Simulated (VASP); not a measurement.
Wanted: the native input for a VASP 6.6.1 run.

| Quantity | Value |
| --- | --- |
| Task | single point |
| Functional | PBE |
| Potentials or basis | VASP PAW PBE potentials, release 64 (Mg, Zn, Cd, Te) |
| Cutoff | 520 eV |
| k mesh | 3 × 3 × 2 |
| Occupations | gaussian, width 0.02 eV |
| Spin | no spin polarisation |
| Dipole correction | no |
| Further INCAR settings | LREAL = Auto; ALGO = Normal; EDIFF = 1e-07; NBANDS = 71 |

The structure of Mg7ZnCd2Te10 lies in POSCAR:

```
Mg7ZnCd2Te10
1.0
    0.0035340000      0.0006250000      7.5057350000
   -0.0540250000      7.9323630000      0.0006680000
  -11.4886440000     -3.8882030000     -0.0057870000
Mg Zn Cd Te
7 1 2 10
Direct
    0.9995751862      0.7382061238      0.8016012439
    0.0010353279      0.5318873056      0.3998930236
    0.9996169455      0.1327144545      0.6050341647
    0.0009276111      0.3308598180      0.9978690881
    0.0015237216      0.9336687312      0.2000765791
    0.5024614264      0.2631235470      0.1935628536
    0.5022903365      0.6660175179      0.9972664613
    0.5012340358      0.0687913288      0.8014138691
    0.5022989784      0.4692762463      0.6038137594
    0.5026758238      0.8677712395      0.4041376626
    0.3768147336      0.7503977288      0.8020525109
    0.3760062956      0.5235406164      0.3952967644
    0.3767650931      0.1305361329      0.6111099141
    0.3782718354      0.3263128558      0.9902664804
    0.3770419240      0.9306515452      0.1971148744
    0.8841946345      0.4681262655      0.6027285786
    0.8778051809      0.2679644453      0.1998048878
    0.8843316835      0.8694258752      0.4028089433
    0.8603708008      0.0681358514      0.8026431698
    0.8779549850      0.6672560359      0.0011998064
```

These files were run (other wordings do the same):

INCAR

```
PREC = Accurate
ENCUT = 520
EDIFF = 1E-7
ISMEAR = 0
SIGMA = 0.02
LREAL = Auto
LASPH = True
NELM = 100
ALGO = Normal
ISIF = 2
LWAVE = False
LCHARG = False
GGA = PE
NBANDS = 71
```

KPOINTS

```
regular mesh
0
Gamma
  3 3 2
```

Potentials or basis: VASP PAW PBE potentials, release 64 (Mg, Zn, Cd, Te).

Command:

```bash
$ cat potpaw_PBE.64/Mg/POTCAR potpaw_PBE.64/Zn/POTCAR potpaw_PBE.64/Cd/POTCAR potpaw_PBE.64/Te/POTCAR > POTCAR
$ mpirun -np 1 vasp_std > vasp.out
```

It gave:

| Property | Result |
| --- | --- |
| Pressure | 0.0 GPa |
| Largest force | 0.056 eV/Å |
| Band gap on the k mesh | 1.68 eV, direct |

Caveat: spin-orbit coupling is left out, which moves the levels of the heavy elements.

Run time: 24 min on 1 thread of AMD EPYC 7R13, with other jobs on the host, peak memory 0.82 GiB.
